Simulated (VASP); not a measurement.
# Hg (R-3m) in VASP: further runs

Runs on Hg. Level: PBE. Tasks: relaxation of shape and atoms at fixed volume, relaxation of cell and atoms.

Program: VASP 6.6.1. These are calculated values, not measurements. Logs are shortened: lines on timing, memory, paths and dates and some standing lists are left out, and cuts for length are marked.

## 1. The cell of the first run

It takes space group R-3m (No. 166, trigonal). The conventional cell has a = 3.938 Å, b = 3.938 Å, c = 6.160 Å, α = 90.00°, β = 90.00°, γ = 120.00°. Within 4.0 Å of Hg (site symmetry -3m) lie 12 Hg at 3.06 to 3.94 Å.

## 2. Relaxation of shape and atoms at fixed volume, PBE (27.58 Å³/atom)

File INCAR:

```
SYSTEM = Hg
ALGO     = Fast           ! electronic algorithm
EDIFF    = 1E-6           ! SCF threshold, eV
EDIFFG   = -0.01          ! ionic threshold
ENCUT    = 600            ! plane-wave cutoff, eV
GGA      = PE             ! functional
IBRION   = 2              ! ionic algorithm
ISIF     = 4              ! what is computed and relaxed
ISMEAR   = 0              ! smearing method
LASPH    = .True.         ! aspherical terms in the spheres
LCHARG   = .False.        ! write CHGCAR
LREAL    = .False.        ! projectors in reciprocal space
LWAVE    = .False.        ! write WAVECAR
NELM     = 100            ! most SCF steps
NSW      = 50             ! ionic steps
PREC     = Accurate       ! precision mode
SIGMA    = 0.1            ! smearing width, eV
```

File KPOINTS:

```
k-points
0
Gamma
  15 15 15
  0 0 0
```

File POSCAR:

```
Hg
1.0
    1.9692282420      1.1369344556      2.0533108579
   -1.9692282420      1.1369344556      2.0533108579
    0.0000000000     -2.2738689112      2.0533108579
Hg
1
Direct
    0.0000000000      0.0000000000      0.0000000000
```

Potentials or basis: VASP PAW PBE potentials, release 64 (Hg).

Started as:

```
cat potpaw_PBE.64/Hg/POTCAR > POTCAR
mpirun -np 1 vasp_std > vasp.out
```

OUTCAR:

```text
SYSTEM = Hg
   EDIFF = 1E-6
   EDIFFG = -0.01
   ENCUT = 600
   GGA = PE
   IBRION = 2
   ISIF = 4
   ISMEAR = 0
   LASPH = .True.
   LREAL = .False.
   NELM = 100
   NSW = 50
   PREC = Accurate

 ion  position               nearest neighbor table
   1  0.000  0.000  0.000-

  LATTYP: Found a trigonal (rhomboedric) cell.
 ALAT       =     3.0637502027
 COS(alpha) =     0.1737425260

  Lattice vectors:

 A1 = (   1.9692282420,   1.1369344556,   2.0533108579)
 A2 = (  -1.9692282420,   1.1369344556,   2.0533108579)
 A3 = (   0.0000000000,  -2.2738689112,   2.0533108579)

Analysis of symmetry for initial positions (statically):
=====================================================================
 Subroutine PRICEL returns:
 Original cell was already a primitive cell.

 Routine SETGRP: Setting up the symmetry group for a
 trigonal (rhombohedral) supercell.

 Subroutine GETGRP returns: Found 12 space group operations
 (whereof 12 operations were pure point group operations)
 out of a pool of 12 trial point group operations.

The static configuration has the point symmetry D_3d.

Analysis of symmetry for dynamics (positions and initial velocities):
=====================================================================
 Subroutine PRICEL returns:
 Original cell was already a primitive cell.

 Routine SETGRP: Setting up the symmetry group for a
 trigonal (rhombohedral) supercell.

 Subroutine GETGRP returns: Found 12 space group operations
 (whereof 12 operations were pure point group operations)
 out of a pool of 12 trial point group operations.

The dynamic configuration has the point symmetry D_3d.

 Subroutine INISYM returns: Found 12 space group operations
 (whereof 12 operations are pure point group operations),
 and found     1 'primitive' translations

----------------------------------------------------------------------------------------

                                     Primitive cell

  volume of cell :      27.5827

  direct lattice vectors                    reciprocal lattice vectors
     1.969228242  1.136934456  2.053310858     0.253906576  0.146593030  0.162339439
    -1.969228242  1.136934456  2.053310858    -0.253906576  0.146593030  0.162339439
     0.000000000 -2.273868911  2.053310858     0.000000000 -0.293186060  0.162339439

  length of vectors
     3.063750203  3.063750203  3.063750203     0.335130063  0.335130063  0.335130063

  position of ions in fractional coordinates (direct lattice)
     0.000000000  0.000000000  0.000000000

  ion indices of the primitive-cell ions
   primitive index   ion index
                 1           1

----------------------------------------------------------------------------------------

 KPOINTS: k-points

Automatic generation of k-mesh.
 Grid dimensions read from file:
 generate k-points for:   15   15   15

 Generating k-lattice:

  Cartesian coordinates                     Fractional coordinates (reciprocal lattice)
     0.016927105  0.009772869  0.010822629     0.066666667 -0.000000000 -0.000000000
    -0.016927105  0.009772869  0.010822629    -0.000000000  0.066666667 -0.000000000
     0.000000000 -0.019545737  0.010822629    -0.000000000 -0.000000000  0.066666667

  Length of vectors
     0.022342004  0.022342004  0.022342004

  Shift w.r.t. Gamma in fractional coordinates (k-lattice)
     0.000000000  0.000000000  0.000000000

 Subroutine IBZKPT returns following result:
 ===========================================

 Found    344 irreducible k-points:

 Following reciprocal coordinates:
            Coordinates               Weight
  0.000000  0.000000  0.000000      1.000000
  0.066667 -0.000000 -0.000000      6.000000
  0.133333 -0.000000 -0.000000      6.000000
  0.200000  0.000000 -0.000000      6.000000
  0.266667 -0.000000 -0.000000      6.000000
  0.333333  0.000000 -0.000000      6.000000
[... 16 lines left out ...]
  0.133333  0.133333 -0.000000      6.000000
  0.200000  0.133333 -0.000000     12.000000
 [... further k-points ...]
   k-points           NKPTS =    344   k-points in BZ     NKDIM =    344   number of bands    NBANDS=     10
   number of dos      NEDOS =    301   number of ions     NIONS =      1
   total plane-waves  NPLWV =  13824
   dimension x,y,z NGX =    24 NGY =   24 NGZ =   24
   dimension x,y,z NGXF=    48 NGYF=   48 NGZF=   48
   ions per type =               1
   NGX,Y,Z   is equivalent  to a cutoff of  13.02, 13.02, 13.02 a.u.
   NGXF,Y,Z  is equivalent  to a cutoff of  26.05, 26.05, 26.05 a.u.
 SYSTEM =  Hg
   PREC   = accura    normal or accurate (medium, high low for compatibility)
   ISTART =      0    job   : 0-new  1-cont  2-samecut
   ICHARG =      2    charge: 1-file 2-atom 10-const
   ISPIN  =      1    spin polarized calculation?
   LNONCOLLINEAR =      F non collinear calculations
   LSORBIT =      F    spin-orbit coupling
   LASPH  =      T    aspherical Exc in radial PAW
   ENCUT  =  600.0 eV  44.10 Ry    6.64 a.u.   6.12  6.12  6.12*2*pi/ulx,y,z
   NELM   =    100;   NELMIN=  2; NELMDL= -5     # of ELM steps
   EDIFF  = 0.1E-05   stopping-criterion for ELM
   LREAL  =      F    real-space projection
   EDIFFG = -.1E-01   stopping-criterion for IOM
   NSW    =     50    number of steps for IOM
   IBRION =      2    ionic relax: 0-MD 1-quasi-New 2-CG
   NFREE  =      1    steps in history (QN), initial steepest desc. (CG)
   ISIF   =      4    stress and relaxation
   ISYM   =      2    0-nonsym 1-usesym 2-fastsym
   POTIM  = 0.5000    time-step for ionic-motion
   TEBEG  =    0.0;   TEEND  =   0.0 temperature during run
   PSTRESS=    0.0 pullay stress
   NELECT =      12.0000    total number of electrons
   NUPDOWN=      -1.0000    fix difference up-down
   EMIN   =  10.00;   EMAX   =-10.00  energy-range for DOS
   EFERMI =   0.00;   METHOD = LEGACY
   ISMEAR =     0;   SIGMA  =   0.10  broadening in eV -4-tet -1-fermi 0-gaus
   EFERMI_NEDOS =   21; number of points for ismear=-14 and -15
   IALGO  =     68    algorithm
   IMIX   =      4    mixing-type and parameters
     AMIX     =   0.40;   BMIX     =  1.00
     AMIX_MAG =   1.60;   BMIX_MAG =  1.00
  volume/ion in A,a.u.               =      27.58       186.14
  Fermi-wavevector in a.u.,A,eV,Ry     =   1.240479  2.344165 20.936485  1.538788
  Thomas-Fermi vector in A             =   2.374918
   LORBIT       =      0    0 simple, 1 ext, 2 COOP (PROOUT), +10 PAW based schemes
   GGA     = PE    functional components
   LHFCALC =     F    Hartree Fock is set to
   AEXX    =    0.0000 exact exchange contribution
   IVDW    =     0    specifies the selected vdW correction
   LEPSILON=     F    determine dielectric tensor
   LRPA    =     F    only Hartree local field effects (RPA)
 conjugate gradient relaxation of ions
 non-spin polarized calculation
 RMM-DIIS sequential band-by-band and
 Gauss-broadening in eV      SIGMA  =   0.10
  energy-cutoff  :      600.00
  volume of cell :       27.58
 maximum number of plane-waves:       938
   NGX = 13   NGY = 13   NGZ = 13

--------------------------------------- Ionic step        1  -------------------------------------------

 number of electron      11.9999998 magnetization

 Free energy of the ion-electron system (eV)
  ---------------------------------------------------
  ext. energy  EPLUGINS =         0.00000000
  ---------------------------------------------------
  free energy    TOTEN  =        -0.15807564 eV

  energy without entropy =       -0.15619512  energy(sigma->0) =       -0.15713538

------------------------ aborting loop because EDIFF is reached ----------------------------------------

  FORCE on cell =-STRESS in cart. coord.  units (eV):
  Direction    XX          YY          ZZ          XY          YZ          ZX
  --------------------------------------------------------------------------------------
  -------------------------------------------------------------------------------------
  Total        0.2296327      0.2296327      0.2709890      0.0000000      0.0000000      0.0000000
  in kB       13.3384937     13.3384937     15.7407285      0.0000000      0.0000000      0.0000000
  external PRESSURE =      14.1392386 kB  Pullay stress =       0.0000000 kB
[... 90 lines left out ...]
  energy  without entropy=       -0.1564616055  energy(sigma->0) =       -0.15735819

--------------------------------------- Ionic step        4  -------------------------------------------

 number of electron      11.9999998 magnetization

 Free energy of the ion-electron system (eV)
  ---------------------------------------------------
  ext. energy  EPLUGINS =         0.00000000
  ---------------------------------------------------
  free energy    TOTEN  =        -0.15844142 eV

  energy without entropy =       -0.15683795  energy(sigma->0) =       -0.15763969

 E-fermi :   1.7921     XC(G=0):  -9.9490

 val. band max:        1.7798106675   @ k =  -0.4667   0.4667   0.0667
 cond. band min:       1.8107274259   @ k =  -0.4000   0.4667   0.2000
 fundamental gap:      0.0309167584
 Fermi energy:         1.7920705190

 k-point     1 :       0.0000    0.0000    0.0000
  band No.  band energies     occupation
      1      -6.4064      2.00000
      2      -5.8876      2.00000
      3      -5.8876      2.00000
      4      -4.2628      2.00000
      5      -4.2628      2.00000
      6      -4.2285      2.00000
      7      12.1038      0.00000
      8      12.1038      0.00000
      9      12.3183      0.00000
     10      15.7580      0.00000
[... 287 lines left out ...]
 k-point    24 :       0.2000    0.1333   -0.0000
  band No.  band energies     occupation
      1      -5.8926      2.00000
      2      -5.5778      2.00000
      3      -5.2031      2.00000
      4      -4.5790      2.00000
      5      -4.3662      2.00000
      6      -4.2949      2.00000
      7       8.3995      0.00000
      8      11.0903      0.00000
      9      12.6811      0.00000
     10      16.9731      0.00000

 [... further k-points ...]

------------------------ aborting loop because EDIFF is reached ----------------------------------------

  FORCE on cell =-STRESS in cart. coord.  units (eV):
  Direction    XX          YY          ZZ          XY          YZ          ZX
  --------------------------------------------------------------------------------------
  -------------------------------------------------------------------------------------
  Total        0.2263480      0.2263480      0.2406605      0.0000000      0.0000000      0.0000000
  in kB       13.1476998     13.1476998     13.9790610      0.0000000      0.0000000      0.0000000
  external PRESSURE =      13.4248202 kB  Pullay stress =       0.0000000 kB
[... 16 lines left out ...]
  FREE ENERGIE OF THE ION-ELECTRON SYSTEM (eV)
  ---------------------------------------------------
  free  energy   TOTEN  =        -0.1584414248 eV

  energy  without entropy=       -0.1568379462  energy(sigma->0) =       -0.15763969

 reached required accuracy - stopping structural energy minimisation
```

It took 43 s on 1 thread of Intel Xeon 6975P-C (Granite Rapids), shared host; peak memory 0.24 GiB.

What came out:

```
Free energy               : -0.1584 eV
Energy gained by relaxing : 0.4 meV/atom
Ionic steps               : 4
Pressure after relaxing   : 1.3 GPa
Band gap on the k mesh    : zero (bands 6 and 7 overlap by 3.16 eV)
```

The path:
```tsv
step	energy change (eV)	largest force (eV/Å)	pressure (GPa)	volume (Å³)
1	0.0000	0.0000	1.41	27.58
2	0.0000	0.0000	1.39	27.58
3	-0.0002	0.0000	1.36	27.58
4	-0.0004	0.0000	1.34	27.58
```

Final structure:
```yaml
crystal:
  lattice:
    - [1.95622, 1.12942, 2.08071]
    - [-1.95622, 1.12942, 2.08071]
    - [0.00000, -2.25885, 2.08071]
  atoms:
    - { symbol: Hg, position: [0.00000, 0.00000, 0.00000] }
```

Caveat: spin-orbit coupling is left out, which moves the levels of the heavy elements.

(Continued in part 2 of 4.)

The gap in the log of VASP goes by the Fermi energy; the results here count the filled bands.